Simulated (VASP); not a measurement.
A run of VASP 6.6.1 is set up as follows.

POSCAR

```
FeNi
1.0
    2.5330000000      0.0000000000      0.0000000000
    0.0000000000      2.5330000000      0.0000000000
    0.0000000000      0.0000000000      3.5820000000
Fe Ni
1 1
Direct
    0.0000000000      0.0000000000      0.0000000000
    0.5000000000      0.5000000000      0.5000000000
```

Contents of INCAR.step1:

```
SYSTEM = FeNi
PREC = Accurate ; ENCUT = 520
ISMEAR = 0 ; SIGMA = 0.1
LREAL = .False. ; LASPH = .True.
NELM = 150 ; ISPIN = 2
MAGMOM = 4 -2 ; LMAXMIX = 4
NBANDS = 20 ; GGA = PE
ALGO = Normal ; EDIFF = 1E-4
LWAVE = .True. ; LCHARG = .False.
```

Contents of INCAR.step2:

```
SYSTEM = FeNi
PREC = Accurate ; ENCUT = 520
EDIFF = 1E-7 ; ISMEAR = 0
SIGMA = 0.1 ; LREAL = .False.
LASPH = .True. ; NELM = 150
ALGO = Normal ; ISIF = 2
LWAVE = .False. ; LCHARG = .False.
ISPIN = 2 ; MAGMOM = 4 -2
LORBIT = 11 ; LMAXMIX = 4
METAGGA = R2SCAN ; LMIXTAU = .True.
NBANDS = 20 ; ISTART = 1
```

KPOINTS

```
Automatic mesh
0
Gamma
  16 16 12
  0 0 0
```

Potentials or basis: VASP PAW PBE potentials, release 64 (Fe, Ni).

Launch:

```console
$ cat potpaw_PBE.64/Fe/POTCAR potpaw_PBE.64/Ni/POTCAR > POTCAR
$ cp INCAR.step1 INCAR
$ mpirun -np 1 vasp_std > vasp.out
$ cp INCAR.step2 INCAR
$ mpirun -np 1 vasp_std > vasp.out
```

(1) What does it give for the pressure?

(2) What does it give for the site moments?

(3) What does it give for the net moment?

Results:

(1) -5.4 GPa.

(2) Fe +2.95; Ni +0.68 μB.

(3) 3.54 μB per cell.

Caveat: the cell stands under tension; the PAW data sets were made with another functional, which shifts forces and pressure a little.
